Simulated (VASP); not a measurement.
# TaN (P-62m) in VASP: further runs

Runs on TaN. Level: r2SCAN. Tasks: relaxation of cell and atoms.

Program: VASP 6.6.1. These are calculated values, not measurements. Logs are shortened: lines on timing, memory, paths and dates and some standing lists are left out, and cuts for length are marked.

## (1) The cell of the first run

It takes space group P-62m (No. 189, hexagonal). The conventional cell has a = 5.151 Å, b = 5.151 Å, c = 2.883 Å, α = 90.00°, β = 90.00°, γ = 120.00°. Ta (site symmetry -6) has 6 N at 2.14 Å and 5 Ta at 2.88 to 2.97 Å within 3.0 Å. Within 2.7 Å of Ta (site symmetry -62m) lie 3 N at 2.02 Å. N (site symmetry m2m) has 5 Ta at 2.02 to 2.14 Å and 6 N at 2.75 to 2.88 Å within 2.9 Å.

## (2) Relaxation of cell and atoms, r2SCAN, target pressure 3 GPa, at which the enthalpy is minimised

The input, POSCAR:

```
TaN
1.0
    5.1507537047      0.0000000000      0.0000000000
   -2.5753768523      4.4606835570      0.0000000000
    0.0000000000      0.0000000000      2.8830021202
Ta N
3 3
Direct
    0.3333333333      0.6666666667      0.5000000000
    0.6666666667      0.3333333333      0.5000000000
    0.0000000000      0.0000000000      0.0000000000
    0.3924063645      0.0000000000      0.0000000000
    0.6075936355      0.6075936355      0.0000000000
    0.0000000000      0.3924063645      0.0000000000
```

The input, INCAR.step1:

```
SYSTEM = TaN
PREC = Accurate
ENCUT = 600
ISMEAR = 0
SIGMA = 0.1
LREAL = .False.
LASPH = .True.
NELM = 60
GGA = PE
ALGO = Normal
EDIFF = 1E-4
LWAVE = .True.
LCHARG = .False.
LUSENCCL = .False.
```

The input, INCAR.step2:

```
SYSTEM = TaN
PREC = Accurate
ENCUT = 600
EDIFF = 1E-6
ISMEAR = 0
SIGMA = 0.1
LREAL = .False.
LASPH = .True.
NELM = 60
ALGO = Normal
ISIF = 3
LWAVE = .False.
LCHARG = .False.
METAGGA = R2SCAN
LMIXTAU = .True.
IBRION = 2
NSW = 70
EDIFFG = -0.008
PSTRESS = 30.0
ISTART = 1
LUSENCCL = .False.
```

The input, KPOINTS:

```
Automatic mesh
0
Gamma
  12 12 12
  0 0 0
```

Potentials or basis: VASP PAW PBE potentials, release 64 (Ta_pv, N).

Run with:

```
$ cat potpaw_PBE.64/Ta_pv/POTCAR potpaw_PBE.64/N/POTCAR > POTCAR
$ cp INCAR.step1 INCAR
$ mpirun -np 1 vasp_std > vasp.out
$ cp INCAR.step2 INCAR
$ mpirun -np 1 vasp_std > vasp.out
```

OUTCAR:

```text
SYSTEM = TaN
   PREC = Accurate
   ENCUT = 600
   EDIFF = 1E-6
   ISMEAR = 0
   LREAL = .False.
   LASPH = .True.
   NELM = 60
   ISIF = 3
   METAGGA = R2SCAN
   IBRION = 2
   NSW = 70
   EDIFFG = -0.008
   PSTRESS = 30.0
   ISTART = 1

 ion  position               nearest neighbor table
   1  0.333  0.667  0.500-   4 2.14   4 2.14   6 2.14   6 2.14   5 2.14   5 2.14   2 2.97   2 2.97
                             2 2.97   3 3.30   3 3.30   3 3.30   3 3.30   3 3.30   3 3.30
   2  0.667  0.333  0.500-   6 2.14   6 2.14   4 2.14   4 2.14   5 2.14   5 2.14   1 2.97   1 2.97
                             1 2.97   3 3.30   3 3.30   3 3.30   3 3.30   3 3.30   3 3.30
   3  0.000  0.000  0.000-   4 2.02   6 2.02   5 2.02   2 3.30   1 3.30   1 3.30   2 3.30   2 3.30
                             2 3.30   1 3.30   1 3.30   2 3.30   2 3.30   1 3.30   1 3.30
   4  0.392  0.000  0.000-   3 2.02   1 2.14   1 2.14   2 2.14   2 2.14
   5  0.608  0.608  0.000-   3 2.02   1 2.14   1 2.14   2 2.14   2 2.14
   6  0.000  0.392  0.000-   3 2.02   2 2.14   2 2.14   1 2.14   1 2.14

  LATTYP: Found a hexagonal cell.
 ALAT       =     5.1507537047
 C/A-ratio  =     0.5597243210

  Lattice vectors:

 A1 = (   5.1507537047,   0.0000000000,   0.0000000000)
 A2 = (  -2.5753768523,   4.4606835570,   0.0000000000)
 A3 = (   0.0000000000,   0.0000000000,   2.8830021202)

Analysis of symmetry for initial positions (statically):
=====================================================================
 Subroutine PRICEL returns:
 Original cell was already a primitive cell.

 Routine SETGRP: Setting up the symmetry group for a
 hexagonal supercell.

 Subroutine GETGRP returns: Found 12 space group operations
 (whereof 12 operations were pure point group operations)
 out of a pool of 24 trial point group operations.

The static configuration has the point symmetry D_3h.

Analysis of symmetry for dynamics (positions and initial velocities):
=====================================================================
 Subroutine PRICEL returns:
 Original cell was already a primitive cell.

 Routine SETGRP: Setting up the symmetry group for a
 hexagonal supercell.

 Subroutine GETGRP returns: Found 12 space group operations
 (whereof 12 operations were pure point group operations)
 out of a pool of 24 trial point group operations.

The dynamic configuration has the point symmetry D_3h.

 Subroutine INISYM returns: Found 12 space group operations
 (whereof 12 operations are pure point group operations),
 and found     1 'primitive' translations

----------------------------------------------------------------------------------------

                                     Primitive cell

  volume of cell :      66.2395

  direct lattice vectors                    reciprocal lattice vectors
     5.150753705  0.000000000  0.000000000     0.194146344  0.112090444 -0.000000000
    -2.575376852  4.460683557  0.000000000     0.000000000  0.224180888  0.000000000
     0.000000000  0.000000000  2.883002120     0.000000000 -0.000000000  0.346860654

  length of vectors
     5.150753705  5.150753705  2.883002120     0.224180888  0.224180888  0.346860654

  position of ions in fractional coordinates (direct lattice)
     0.333333333  0.666666667  0.500000000
     0.666666667  0.333333333  0.500000000
     0.000000000  0.000000000  0.000000000
     0.392406364  0.000000000  0.000000000
     0.607593636  0.607593636  0.000000000
     0.000000000  0.392406364  0.000000000

  ion indices of the primitive-cell ions
   primitive index   ion index
                 1           1
                 2           2
                 3           3
                 4           4
                 5           5
                 6           6

----------------------------------------------------------------------------------------

 KPOINTS: Automatic mesh

Automatic generation of k-mesh.
 Grid dimensions read from file:
 generate k-points for:   12   12   12

 Generating k-lattice:

  Cartesian coordinates                     Fractional coordinates (reciprocal lattice)
     0.016178862  0.009340870 -0.000000000     0.083333333  0.000000000  0.000000000
     0.000000000  0.018681741  0.000000000     0.000000000  0.083333333  0.000000000
     0.000000000 -0.000000000  0.028905054     0.000000000  0.000000000  0.083333333

  Length of vectors
     0.018681741  0.018681741  0.028905054

  Shift w.r.t. Gamma in fractional coordinates (k-lattice)
     0.000000000  0.000000000  0.000000000

 Subroutine IBZKPT returns following result:
 ===========================================

 Found    133 irreducible k-points:

 Following reciprocal coordinates:
            Coordinates               Weight
  0.000000  0.000000  0.000000      1.000000
  0.083333  0.000000  0.000000      6.000000
  0.166667  0.000000  0.000000      6.000000
  0.250000  0.000000  0.000000      6.000000
  0.333333  0.000000  0.000000      6.000000
  0.416667  0.000000  0.000000      6.000000
[... 16 lines left out ...]
  0.250000  0.000000  0.083333     12.000000
  0.333333  0.000000  0.083333     12.000000
 [... further k-points ...]
   k-points           NKPTS =    133   k-points in BZ     NKDIM =    133   number of bands    NBANDS=     28
   number of dos      NEDOS =    301   number of ions     NIONS =      6
   total plane-waves  NPLWV =  42336
   dimension x,y,z NGX =    42 NGY =   42 NGZ =   24
   dimension x,y,z NGXF=    84 NGYF=   84 NGZF=   48
   ions per type =               3   3
   NGX,Y,Z   is equivalent  to a cutoff of  13.56, 13.56, 13.84 a.u.
   NGXF,Y,Z  is equivalent  to a cutoff of  27.11, 27.11, 27.68 a.u.
 SYSTEM =  TaN
   PREC   = accura    normal or accurate (medium, high low for compatibility)
   ISTART =      1    job   : 0-new  1-cont  2-samecut
   ICHARG =      0    charge: 1-file 2-atom 10-const
   ISPIN  =      1    spin polarized calculation?
   LNONCOLLINEAR =      F non collinear calculations
   LSORBIT =      F    spin-orbit coupling
   LASPH  =      T    aspherical Exc in radial PAW
   ENCUT  =  600.0 eV  44.10 Ry    6.64 a.u.  10.29 10.29  5.76*2*pi/ulx,y,z
   NELM   =     60;   NELMIN=  2; NELMDL=  0     # of ELM steps
   EDIFF  = 0.1E-05   stopping-criterion for ELM
   LREAL  =      F    real-space projection
   EDIFFG = -.8E-02   stopping-criterion for IOM
   NSW    =     70    number of steps for IOM
   IBRION =      2    ionic relax: 0-MD 1-quasi-New 2-CG
   NFREE  =      1    steps in history (QN), initial steepest desc. (CG)
   ISIF   =      3    stress and relaxation
   ISYM   =      2    0-nonsym 1-usesym 2-fastsym
   POTIM  = 0.5000    time-step for ionic-motion
   TEBEG  =    0.0;   TEEND  =   0.0 temperature during run
   PSTRESS=   30.0 pullay stress
   NELECT =      48.0000    total number of electrons
   NUPDOWN=      -1.0000    fix difference up-down
   EMIN   =  10.00;   EMAX   =-10.00  energy-range for DOS
   EFERMI =   0.00;   METHOD = LEGACY
   ISMEAR =     0;   SIGMA  =   0.10  broadening in eV -4-tet -1-fermi 0-gaus
   EFERMI_NEDOS =   21; number of points for ismear=-14 and -15
   IALGO  =     38    algorithm
   IMIX   =      4    mixing-type and parameters
     AMIX     =   0.40;   BMIX     =  1.00
     AMIX_MAG =   1.60;   BMIX_MAG =  1.00
  volume/ion in A,a.u.               =      11.04        74.50
  Fermi-wavevector in a.u.,A,eV,Ry     =   1.470447  2.778743 29.418733  2.162216
  Thomas-Fermi vector in A             =   2.585703
   LORBIT       =      0    0 simple, 1 ext, 2 COOP (PROOUT), +10 PAW based schemes
   METAGGA = R2SCAN    functional components
   LHFCALC =     F    Hartree Fock is set to
   AEXX    =    0.0000 exact exchange contribution
   IVDW    =     0    specifies the selected vdW correction
   LEPSILON=     F    determine dielectric tensor
   LRPA    =     F    only Hartree local field effects (RPA)
 conjugate gradient relaxation of ions
 non-spin polarized calculation
 Gauss-broadening in eV      SIGMA  =   0.10
  energy-cutoff  :      600.00
  volume of cell :       66.24
 maximum number of plane-waves:      2237
 NGX is ok and might be reduce to    42
   NGX = 21   NGY = 21   NGZ = 11

--------------------------------------- Ionic step        1  -------------------------------------------

 number of electron      48.0000002 magnetization

 Free energy of the ion-electron system (eV)
  ---------------------------------------------------
  ext. energy  EPLUGINS =         0.00000000
  ---------------------------------------------------
  free energy    TOTEN  =      -181.23301773 eV

  energy without entropy =     -181.23079398  energy(sigma->0) =     -181.23190585

------------------------ aborting loop because EDIFF is reached ----------------------------------------

  FORCE on cell =-STRESS in cart. coord.  units (eV):
  Direction    XX          YY          ZZ          XY          YZ          ZX
  --------------------------------------------------------------------------------------
  -------------------------------------------------------------------------------------
  Total        4.8682084      4.8682084      5.0148010      0.0000000      0.0000000      0.0000000
  in kB      117.7504516    117.7504516    121.2961793      0.0000000      0.0000000      0.0000000
  external PRESSURE =      88.9323609 kB  Pullay stress =      30.0000000 kB
[... 279 lines left out ...]
  enthalpy is  TOTEN    =      -180.0370907833 eV   P V=        1.2702487294

--------------------------------------- Ionic step        8  -------------------------------------------

 number of electron      48.0000002 magnetization

 Free energy of the ion-electron system (eV)
  ---------------------------------------------------
  ext. energy  EPLUGINS =         0.00000000
  ---------------------------------------------------
  free energy    TOTEN  =      -181.30803087 eV

  energy without entropy =     -181.30580878  energy(sigma->0) =     -181.30691982

 E-fermi :   8.4310     XC(G=0): -14.0032

 val. band max:        8.4170094334   @ k =   0.0833   0.0000   0.3333
 cond. band min:       8.4636122537   @ k =   0.2500   0.0000   0.4167
 fundamental gap:      0.0466028203
 Fermi energy:         8.4309795970

 k-point     1 :       0.0000    0.0000    0.0000
  band No.  band energies     occupation
      1     -29.2425      2.00000
      2     -29.2425      2.00000
      3     -28.8698      2.00000
      4     -28.8698      2.00000
      5     -28.6841      2.00000
      6     -28.5713      2.00000
[... 733 lines left out ...]
     27      10.2875      0.00000
     28      10.5451      0.00000

 [... further k-points ...]

------------------------ aborting loop because EDIFF is reached ----------------------------------------

  FORCE on cell =-STRESS in cart. coord.  units (eV):
  Direction    XX          YY          ZZ          XY          YZ          ZX
  --------------------------------------------------------------------------------------
  -------------------------------------------------------------------------------------
  Total        1.2558017      1.2558017      1.2749858      0.0000000     -0.0000000      0.0000000
  in kB       29.6429453     29.6429453     30.0957828      0.0000000     -0.0000000      0.0000000
  external PRESSURE =      -0.2061089 kB  Pullay stress =      30.0000000 kB
[... 21 lines left out ...]
  FREE ENERGIE OF THE ION-ELECTRON SYSTEM (eV)
  ---------------------------------------------------
  free  energy   TOTEN  =      -181.3080308710 eV

  energy  without entropy=     -181.3058087788  energy(sigma->0) =     -181.30691982

  enthalpy is  TOTEN    =      -180.0371027947 eV   P V=        1.2709280764

 reached required accuracy - stopping structural energy minimisation
```

It took 9.8 min on 1 × NVIDIA H100 80GB with 1 thread of AMD EPYC 7R13 (Zen 3), shared host; peak memory 1.4 GiB.

What came out:

```yaml
Free_energy: -181.3080 eV
Relaxed_volume: 11.31 Å³/atom
Relaxed_cell: a = 5.193 Å, b = 5.193 Å, c = 2.906 Å, α = 90.00°, β = 90.00°, γ = 120.00°
Space_group_after_relaxing_to_0.1_Å: P-62m (No. 189)
Energy_change_on_relaxing_the_run_minimises_the_enthalpy: -12.5 meV/atom
Ionic_steps: 8
Pressure_after_relaxing: 3.0 GPa
Band_gap_on_the_k_mesh: zero (bands 24 and 25 overlap by 3.29 eV)
```

The path:
```
step  energy change (eV)  largest force (eV/Å)  pressure (GPa)  volume (Å³)
   1              0.0000                0.1352           11.89        66.24
   2              0.1267                0.3530          -16.27        72.29
   3             -0.0754                0.0179            2.81        67.90
   4             -0.0748                0.0149            2.98        67.86
   5             -0.0741                0.0120            3.16        67.83
   6             -0.0743                0.0016            3.15        67.84
   7             -0.0743                0.0019            3.17        67.84
   8             -0.0750                0.0018            2.98        67.88
```

Final structure:
```
Ta N
1.0
     5.19296    0.00000    0.00000
    -2.59648    4.49723    0.00000
     0.00000    0.00000    2.90637
Ta N
3 3
Direct
  0.33333 0.66667 0.50000
  0.66667 0.33333 0.50000
  0.00000 0.00000 0.00000
  0.39263 0.00000 0.00000
  0.60737 0.60737 0.00000
  0.00000 0.39263 0.00000
```

Levels at points of the mesh, in eV from the Fermi level:
```tsv
k point	band 20	band 21	band 22	band 23	band 24	band 25	band 26	band 27	band 28
(0.00, 0.00, 0.00)	-5.37	-4.68	-3.65	-2.07	-1.04	-1.04	0.67	0.67	1.85
(0.50, 0.00, 0.00)	-4.95	-4.27	-4.24	-3.05	-2.80	1.28	1.89	2.01	2.55
(0.00, 0.00, 0.50)	-4.88	-4.70	-3.09	-3.09	1.93	1.95	1.95	2.36	2.36
(0.50, 0.00, 0.50)	-5.08	-4.36	-3.47	-2.19	-1.05	0.48	1.52	3.35	3.46
```

Caveat: the cell is relaxed towards a set pressure, so the run minimises the enthalpy, not the energy; the PAW data sets were made with another functional, which shifts forces and pressure a little; spin-orbit coupling is left out, which moves the levels of the heavy elements. Zero-point motion and thermal expansion aren't in these numbers.

## (3) Relaxation of cell and atoms, r2SCAN, target pressure 8 GPa, at which the enthalpy is minimised

This run uses another cell than the first one, of 11.09 Å³/atom.

The input, POSCAR:

```
TaN
1.0
    5.1577715917      0.0000000000      0.0000000000
   -2.5788857958      4.4667612253      0.0000000000
    0.0000000000      0.0000000000      2.8886553178
Ta N
3 3
Direct
    0.3333333333      0.6666666667      0.5000000000
    0.6666666667      0.3333333333      0.5000000000
    0.0000000000      0.0000000000      0.0000000000
    0.3927800189      0.0000000000      0.0000000000
    0.6072199811      0.6072199811      0.0000000000
    0.0000000000      0.3927800189      0.0000000000
```

INCAR.step1, as its differences from that of step 2:

```diff
@@ -7,3 +7,3 @@
 LASPH = .True.
-NELM = 60
+NELM = 80
 GGA = PE
```

INCAR.step2, as its differences from that of step 2:

```diff
@@ -8,3 +8,3 @@
 LASPH = .True.
-NELM = 60
+NELM = 80
 ALGO = Normal
@@ -18,3 +18,3 @@
 EDIFFG = -0.008
-PSTRESS = 30.0
+PSTRESS = 80.0
 ISTART = 1
```

KPOINTS is that of step 2.

Potentials or basis: VASP PAW PBE potentials, release 64 (Ta_pv, N).

Run with:

```
$ cat potpaw_PBE.64/Ta_pv/POTCAR potpaw_PBE.64/N/POTCAR > POTCAR
$ cp INCAR.step1 INCAR
$ mpirun -np 1 vasp_std > vasp.out
$ cp INCAR.step2 INCAR
$ mpirun -np 1 vasp_std > vasp.out
```

Wall time 7 min (1 × NVIDIA H100 80GB with 1 thread of AMD EPYC 7R13 (Zen 3), shared host); peak memory 1.4 GiB.

The run converged. Its results:

| Item | Value |
| --- | --- |
| Free energy | -181.2750 eV |
| Relaxed volume | 11.15 Å³/atom |
| Relaxed cell | a = 5.167 Å, b = 5.167 Å, c = 2.894 Å, α = 90.00°, β = 90.00°, γ = 120.00° |
| Space group after relaxing (to 0.1 Å) | P-62m (No. 189) |
| Energy change on relaxing (the run minimises the enthalpy) | -3.3 meV/atom |
| Ionic steps | 5 |
| Pressure after relaxing | 8.0 GPa |
| Largest force after relaxing | 0.004 eV/Å |
| Band gap on the k mesh | zero (bands 24 and 25 overlap by 3.34 eV) |

Forces on the atoms (eV/Å):
```
Ta   0.000  0.000  0.000
Ta   0.000  0.000  0.000
Ta   0.000  0.000  0.000
N    0.004  0.000  0.000
N   -0.002 -0.003  0.000
N   -0.002  0.003  0.000
```

Step by step:
| step | energy change (eV) | largest force (eV/Å) | pressure (GPa) | volume (Å³) |
| --- | --- | --- | --- | --- |
| 1 | 0.0000 | 0.0746 | 10.04 | 66.55 |
| 2 | -0.0533 | 0.0892 | 2.57 | 67.92 |
| 3 | -0.0208 | 0.0286 | 7.96 | 66.92 |
| 4 | -0.0204 | 0.0295 | 8.01 | 66.91 |
| 5 | -0.0199 | 0.0040 | 8.04 | 66.90 |

Final structure:
```cif
data_structure
_symmetry_space_group_name_H-M 'P 1'
_symmetry_Int_Tables_number 1
_cell_length_a 5.1666
_cell_length_b 5.1666
_cell_length_c 2.8938
_cell_angle_alpha 90.000
_cell_angle_beta 90.000
_cell_angle_gamma 120.000
_cell_volume 66.90
loop_
_atom_site_label
_atom_site_type_symbol
_atom_site_fract_x
_atom_site_fract_y
_atom_site_fract_z
_atom_site_occupancy
Ta1 Ta 0.33333 0.66667 0.50000 1
Ta2 Ta 0.66667 0.33333 0.50000 1
Ta3 Ta 0.00000 0.00000 0.00000 1
N1 N 0.39319 0.00000 0.00000 1
N2 N 0.60681 0.60681 0.00000 1
N3 N 0.00000 0.39319 0.00000 1
```

Levels at points of the mesh, in eV from the Fermi level:
```
           k point  band 20  band 21  band 22  band 23  band 24  band 25  band 26  band 27  band 28
(0.00, 0.00, 0.00)    -5.42    -4.73    -3.68    -2.08    -1.06    -1.06     0.66     0.66     1.91
(0.50, 0.00, 0.00)    -5.02    -4.32    -4.28    -3.08    -2.84     1.31     1.92     2.04     2.58
(0.00, 0.00, 0.50)    -4.93    -4.72    -3.15    -3.15     1.95     1.99     1.99     2.40     2.40
(0.50, 0.00, 0.50)    -5.12    -4.40    -3.54    -2.22    -1.08     0.49     1.55     3.42     3.52
```

Caveat: the cell is relaxed towards a set pressure, so the run minimises the enthalpy, not the energy; the PAW data sets were made with another functional, which shifts forces and pressure a little; spin-orbit coupling is left out, which moves the levels of the heavy elements.

The gap in the log of VASP goes by the Fermi energy; the results here count the filled bands.